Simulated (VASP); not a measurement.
# BeTe (F-43m) in VASP: a series of runs

Runs on BeTe. Level: PBEsol. Tasks: relaxation of cell and atoms.

All numbers are computed with VASP 6.6.1; they aren't measurements. Logs are shortened: lines on timing, memory, paths and dates and some standing lists are left out, and cuts for length are marked.

## Step 1: The cell of the first run

It takes space group F-43m (No. 216, cubic). The conventional cell has a = 5.540 Å, b = 5.540 Å, c = 5.540 Å, α = 90.00°, β = 90.00°, γ = 90.00°. Te (site symmetry -43m) has 4 Be at 2.40 Å within 3.2 Å. Be (site symmetry -43m) has 4 Te at 2.40 Å within 3.2 Å.

## Step 2: Relaxation of cell and atoms, PBEsol, target pressure 20 GPa, at which the enthalpy is minimised

Input file INCAR:

```
SYSTEM = BeTe
PREC     = Accurate       ! precision mode
ENCUT    = 600            ! plane-wave cutoff, eV
EDIFF    = 1E-6           ! SCF threshold, eV
ISMEAR   = -1             ! smearing method
SIGMA    = 0.05           ! smearing width, eV
LREAL    = .FALSE.        ! projectors in reciprocal space
LASPH    = .TRUE.         ! aspherical terms in the spheres
NELM     = 80             ! most SCF steps
ALGO     = Normal         ! electronic algorithm
ISIF     = 3              ! what is computed and relaxed
LWAVE    = .FALSE.        ! write WAVECAR
LCHARG   = .FALSE.        ! write CHGCAR
GGA      = PS             ! functional
IBRION   = 2              ! ionic algorithm
NSW      = 80             ! ionic steps
EDIFFG   = -0.01          ! ionic threshold
PSTRESS  = 200.0
```

Input file KPOINTS:

```
regular mesh
0
G
  8 8 8
  0 0 0
```

Input file POSCAR:

```
BeTe
1.0
    0.0000000000      2.7700000000      2.7700000000
    2.7700000000      0.0000000000      2.7700000000
    2.7700000000      2.7700000000      0.0000000000
Te Be
1 1
Direct
    0.7500000000      0.7500000000      0.7500000000
    0.0000000000      0.0000000000      0.0000000000
```

Potentials or basis: VASP PAW PBE potentials, release 64 (Te, Be).

Command:

```console
cat potpaw_PBE.64/Te/POTCAR potpaw_PBE.64/Be/POTCAR > POTCAR
mpirun -np 1 vasp_std > vasp.out
```

OUTCAR:

```text
SYSTEM = BeTe
   PREC = Accurate
   ENCUT = 600
   EDIFF = 1E-6
   ISMEAR = -1
   LREAL = .FALSE.
   LASPH = .TRUE.
   NELM = 80
   ISIF = 3
   GGA = PS
   IBRION = 2
   NSW = 80
   EDIFFG = -0.01
   PSTRESS = 200.0

 ion  position               nearest neighbor table
   1  0.750  0.750  0.750-   2 2.40   2 2.40   2 2.40   2 2.40
   2  0.000  0.000  0.000-   1 2.40   1 2.40   1 2.40   1 2.40

  LATTYP: Found a face centered cubic cell.
 ALAT       =     5.5400000000

  Lattice vectors:

 A1 = (   0.0000000000,   2.7700000000,   2.7700000000)
 A2 = (   2.7700000000,   0.0000000000,   2.7700000000)
 A3 = (   2.7700000000,   2.7700000000,   0.0000000000)

Analysis of symmetry for initial positions (statically):
=====================================================================
 Subroutine PRICEL returns:
 Original cell was already a primitive cell.

 Routine SETGRP: Setting up the symmetry group for a
 face centered cubic supercell.

 Subroutine GETGRP returns: Found 24 space group operations
 (whereof 24 operations were pure point group operations)
 out of a pool of 48 trial point group operations.

The static configuration has the point symmetry T_d .

Analysis of symmetry for dynamics (positions and initial velocities):
=====================================================================
 Subroutine PRICEL returns:
 Original cell was already a primitive cell.

 Routine SETGRP: Setting up the symmetry group for a
 face centered cubic supercell.

 Subroutine GETGRP returns: Found 24 space group operations
 (whereof 24 operations were pure point group operations)
 out of a pool of 48 trial point group operations.

The dynamic configuration has the point symmetry T_d .

 Subroutine INISYM returns: Found 24 space group operations
 (whereof 24 operations are pure point group operations),
 and found     1 'primitive' translations

----------------------------------------------------------------------------------------

                                     Primitive cell

  volume of cell :      42.5079

  direct lattice vectors                    reciprocal lattice vectors
     0.000000000  2.770000000  2.770000000    -0.180505415  0.180505415  0.180505415
     2.770000000  0.000000000  2.770000000     0.180505415 -0.180505415  0.180505415
     2.770000000  2.770000000  0.000000000     0.180505415  0.180505415 -0.180505415

  length of vectors
     3.917371568  3.917371568  3.917371568     0.312644550  0.312644550  0.312644550

  position of ions in fractional coordinates (direct lattice)
     0.750000000  0.750000000  0.750000000
     0.000000000  0.000000000  0.000000000

  ion indices of the primitive-cell ions
   primitive index   ion index
                 1           1
                 2           2

----------------------------------------------------------------------------------------

 KPOINTS: regular mesh

Automatic generation of k-mesh.
 Grid dimensions read from file:
 generate k-points for:    8    8    8

 Generating k-lattice:

  Cartesian coordinates                     Fractional coordinates (reciprocal lattice)
    -0.022563177  0.022563177  0.022563177     0.125000000  0.000000000  0.000000000
     0.022563177 -0.022563177  0.022563177     0.000000000  0.125000000  0.000000000
     0.022563177  0.022563177 -0.022563177     0.000000000  0.000000000  0.125000000

  Length of vectors
     0.039080569  0.039080569  0.039080569

  Shift w.r.t. Gamma in fractional coordinates (k-lattice)
     0.000000000  0.000000000  0.000000000

 Subroutine IBZKPT returns following result:
 ===========================================

 Found     29 irreducible k-points:

 Following reciprocal coordinates:
            Coordinates               Weight
  0.000000  0.000000  0.000000      1.000000
  0.125000  0.000000  0.000000      8.000000
  0.250000  0.000000  0.000000      8.000000
  0.375000  0.000000  0.000000      8.000000
  0.500000  0.000000  0.000000      4.000000
  0.125000  0.125000  0.000000      6.000000
[... 16 lines left out ...]
  0.500000  0.250000  0.125000     48.000000
 -0.375000  0.250000  0.125000     24.000000
 [... further k-points ...]
   k-points           NKPTS =     29   k-points in BZ     NKDIM =     29   number of bands    NBANDS=      8
   number of dos      NEDOS =    301   number of ions     NIONS =      2
   total plane-waves  NPLWV =  32768
   dimension x,y,z NGX =    32 NGY =   32 NGZ =   32
   dimension x,y,z NGXF=    64 NGYF=   64 NGZF=   64
   ions per type =               1   1
   NGX,Y,Z   is equivalent  to a cutoff of  13.58, 13.58, 13.58 a.u.
   NGXF,Y,Z  is equivalent  to a cutoff of  27.16, 27.16, 27.16 a.u.
 SYSTEM =  BeTe
   PREC   = accura    normal or accurate (medium, high low for compatibility)
   ISTART =      0    job   : 0-new  1-cont  2-samecut
   ICHARG =      2    charge: 1-file 2-atom 10-const
   ISPIN  =      1    spin polarized calculation?
   LNONCOLLINEAR =      F non collinear calculations
   LSORBIT =      F    spin-orbit coupling
   LASPH  =      T    aspherical Exc in radial PAW
   ENCUT  =  600.0 eV  44.10 Ry    6.64 a.u.   7.82  7.82  7.82*2*pi/ulx,y,z
   NELM   =     80;   NELMIN=  2; NELMDL= -5     # of ELM steps
   EDIFF  = 0.1E-05   stopping-criterion for ELM
   LREAL  =      F    real-space projection
   EDIFFG = -.1E-01   stopping-criterion for IOM
   NSW    =     80    number of steps for IOM
   IBRION =      2    ionic relax: 0-MD 1-quasi-New 2-CG
   NFREE  =      1    steps in history (QN), initial steepest desc. (CG)
   ISIF   =      3    stress and relaxation
   ISYM   =      2    0-nonsym 1-usesym 2-fastsym
   POTIM  = 0.5000    time-step for ionic-motion
   TEBEG  =    0.0;   TEEND  =   0.0 temperature during run
   PSTRESS=  200.0 pullay stress
   NELECT =       8.0000    total number of electrons
   NUPDOWN=      -1.0000    fix difference up-down
   EMIN   =  10.00;   EMAX   =-10.00  energy-range for DOS
   EFERMI =   0.00;   METHOD = LEGACY
   ISMEAR =    -1;   SIGMA  =   0.05  broadening in eV -4-tet -1-fermi 0-gaus
   EFERMI_NEDOS =   21; number of points for ismear=-14 and -15
   IALGO  =     38    algorithm
   IMIX   =      4    mixing-type and parameters
     AMIX     =   0.40;   BMIX     =  1.00
     AMIX_MAG =   1.60;   BMIX_MAG =  1.00
  volume/ion in A,a.u.               =      21.25       143.43
  Fermi-wavevector in a.u.,A,eV,Ry     =   0.938170  1.772885 11.975354  0.880164
  Thomas-Fermi vector in A             =   2.065355
   LORBIT       =      0    0 simple, 1 ext, 2 COOP (PROOUT), +10 PAW based schemes
   GGA     = PS    functional components
   LHFCALC =     F    Hartree Fock is set to
   AEXX    =    0.0000 exact exchange contribution
   IVDW    =     0    specifies the selected vdW correction
   LEPSILON=     F    determine dielectric tensor
   LRPA    =     F    only Hartree local field effects (RPA)
 conjugate gradient relaxation of ions
 non-spin polarized calculation
  energy-cutoff  :      600.00
  volume of cell :       42.51
 maximum number of plane-waves:      1433
   NGX = 15   NGY = 15   NGZ = 15

--------------------------------------- Ionic step        1  -------------------------------------------

 number of electron       8.0000000 magnetization

 Free energy of the ion-electron system (eV)
  ---------------------------------------------------
  ext. energy  EPLUGINS =         0.00000000
  ---------------------------------------------------
  free energy    TOTEN  =        -8.20301167 eV

  energy without entropy =       -8.20301167  energy(sigma->0) =       -8.20301167

 E-fermi :   6.4290     XC(G=0):  -9.3986

 val. band max:        5.5694021201   @ k =   0.0000   0.0000   0.0000
 cond. band min:       7.2971425965   @ k =   0.5000   0.5000   0.0000
 fundamental gap:      1.7277404764
 Fermi energy:         6.4290181366

 k-point     1 :       0.0000    0.0000    0.0000
  band No.  band energies     occupation
      1      -7.1007      2.00000
      2       5.5694      2.00000
      3       5.5694      2.00000
      4       5.5694      2.00000
      5       9.1234      0.00000
      6       9.1234      0.00000
      7       9.1234      0.00000
      8       9.6648      0.00000
[... 243 lines left out ...]
 k-point    24 :      -0.3750    0.2500    0.1250
  band No.  band energies     occupation
      1      -5.3588      2.00000
      2       0.1243      2.00000
      3       2.4742      2.00000
      4       3.5021      2.00000
      5       9.6896      0.00000
      6       9.9658      0.00000
      7      12.3808      0.00000
      8      13.4454      0.00000

 [... further k-points ...]

------------------------ aborting loop because EDIFF is reached ----------------------------------------

  FORCE on cell =-STRESS in cart. coord.  units (eV):
  Direction    XX          YY          ZZ          XY          YZ          ZX
  --------------------------------------------------------------------------------------
  -------------------------------------------------------------------------------------
  Total        0.6749141      0.6749141      0.6749141      0.0000000     -0.0000000      0.0000000
  in kB       25.4383991     25.4383991     25.4383991      0.0000000     -0.0000000      0.0000000
  external PRESSURE =    -174.5616009 kB  Pullay stress =     200.0000000 kB
[... 23 lines left out ...]
  enthalpy is  TOTEN    =        -2.8967493452 eV   P V=        5.3062623224

--------------------------------------- Ionic step        2  -------------------------------------------

 number of electron       8.0000000 magnetization

 E-fermi :  10.9029     XC(G=0): -10.8901

 val. band max:       10.6250287384   @ k =   0.0000   0.0000   0.0000
 cond. band min:      11.1807774234   @ k =   0.5000   0.5000   0.0000
 fundamental gap:      0.5557486850
 Fermi energy:        10.9028728475

 k-point     1 :       0.0000    0.0000    0.0000
  band No.  band energies     occupation
      1      -5.2067      2.00000
      2      10.6250      1.99231
      3      10.6250      1.99231
      4      10.6250      1.99231
      5      13.6062      0.00000
      6      13.6062      0.00000
      7      13.6062      0.00000
      8      17.7196      0.00000
[... 243 lines left out ...]
 k-point    24 :      -0.3750    0.2500    0.1250
  band No.  band energies     occupation
      1      -2.1006      2.00000
      2       2.4580      2.00000
      3       5.9631      2.00000
      4       7.1311      2.00000
      5      14.0873      0.00000
      6      15.4081      0.00000
      7      18.4516      0.00000
      8      19.4069      0.00000

 [... further k-points ...]

------------------------ aborting loop because EDIFF is reached ----------------------------------------

  FORCE on cell =-STRESS in cart. coord.  units (eV):
  Direction    XX          YY          ZZ          XY          YZ          ZX
  --------------------------------------------------------------------------------------
  -------------------------------------------------------------------------------------
  Total        9.6135970      9.6135970      9.6135970      0.0000000     -0.0000000      0.0000000
  in kB      516.9745092    516.9745092    516.9745092      0.0000000     -0.0000000      0.0000000
  external PRESSURE =     316.9745092 kB  Pullay stress =     200.0000000 kB
[... 175 lines left out ...]
  enthalpy is  TOTEN    =        -3.3232234616 eV   P V=        4.4559351036

--------------------------------------- Ionic step        7  -------------------------------------------

 number of electron       7.9999999 magnetization

 Free energy of the ion-electron system (eV)
  ---------------------------------------------------
  ext. energy  EPLUGINS =         0.00000000
  ---------------------------------------------------
  free energy    TOTEN  =        -7.76736952 eV

  energy without entropy =       -7.76736943  energy(sigma->0) =       -7.76736948

 E-fermi :   8.4636     XC(G=0): -10.1251

 val. band max:        7.8633982498   @ k =   0.0000   0.0000   0.0000
 cond. band min:       9.0637955890   @ k =   0.5000   0.5000   0.0000
 fundamental gap:      1.2003973393
 Fermi energy:         8.4636031334

 k-point     1 :       0.0000    0.0000    0.0000
  band No.  band energies     occupation
      1      -6.2163      2.00000
      2       7.8634      1.99999
      3       7.8634      1.99999
      4       7.8634      1.99999
      5      11.1857      0.00000
      6      11.1857      0.00000
      7      11.1857      0.00000
      8      13.3878      0.00000
[... 243 lines left out ...]
 k-point    24 :      -0.3750    0.2500    0.1250
  band No.  band energies     occupation
      1      -3.8529      2.00000
      2       1.1937      2.00000
      3       4.0463      2.00000
      4       5.1664      2.00000
      5      11.7360      0.00000
      6      12.4947      0.00000
      7      15.2216      0.00000
      8      16.2615      0.00000

 [... further k-points ...]

------------------------ aborting loop because EDIFF is reached ----------------------------------------

  FORCE on cell =-STRESS in cart. coord.  units (eV):
  Direction    XX          YY          ZZ          XY          YZ          ZX
  --------------------------------------------------------------------------------------
  -------------------------------------------------------------------------------------
  Total        4.4427691      4.4427691      4.4427691      0.0000000     -0.0000000      0.0000000
  in kB      199.9426261    199.9426261    199.9426261      0.0000000     -0.0000000      0.0000000
  external PRESSURE =      -0.0573739 kB  Pullay stress =     200.0000000 kB
[... 17 lines left out ...]
  FREE ENERGIE OF THE ION-ELECTRON SYSTEM (eV)
  ---------------------------------------------------
  free  energy   TOTEN  =        -7.7673695221 eV

  energy  without entropy=       -7.7673694280  energy(sigma->0) =       -7.76736948

  enthalpy is  TOTEN    =        -3.3233255876 eV   P V=        4.4440439345

 reached required accuracy - stopping structural energy minimisation
```

It took 40 s on 1 thread of Intel Xeon Platinum 8375C at 2.90GHz (Ice Lake), shared host; peak memory 0.18 GiB.

Results:

```yaml
Free_energy: -7.7674 eV
Relaxed_volume: 17.80 Å³/atom
Relaxed_cell: a = 3.693 Å, b = 3.693 Å, c = 3.693 Å, α = 60.00°, β = 60.00°, γ = 60.00°
Space_group_after_relaxing_to_0.05_Å: F-43m (No. 216)
Energy_change_on_relaxing_the_enthalpy_is_what_falls: +217.8 meV/atom
Ionic_steps: 7
Pressure_after_relaxing: 20.0 GPa
Band_gap_on_the_k_mesh: 1.20 eV, indirect (least direct gap 3.32 eV)
```

The path:
```csv
step,energy change (eV),largest force (eV/Å),pressure (GPa),volume (Å³)
1,0.0000,0.0000,2.54,42.51
2,1.6644,0.0000,51.70,29.79
3,0.4098,0.0000,19.25,35.81
4,0.4314,0.0000,19.88,35.63
5,0.4477,0.0000,20.37,35.51
6,0.4239,0.0000,19.66,35.70
7,0.4356,0.0000,19.99,35.60
```

Final structure:
```
Te Be
1.0
     0.00000    2.61102    2.61102
     2.61102    0.00000    2.61102
     2.61102    2.61102    0.00000
Te Be
1 1
Direct
  0.75000 0.75000 0.75000
  0.00000 0.00000 0.00000
```

Caveat: the cell is relaxed towards a set pressure, so the enthalpy falls and the energy may rise; the volume moved by over 15 % at a fixed basis, so the end points are rough; the PAW data sets were made with another functional, which shifts forces and pressure a little; spin-orbit coupling is left out, which moves the levels of the heavy elements. A hybrid or GW would open this gap; PBEsol tends to underestimate it.

(Part 1 of 2 ends here.)
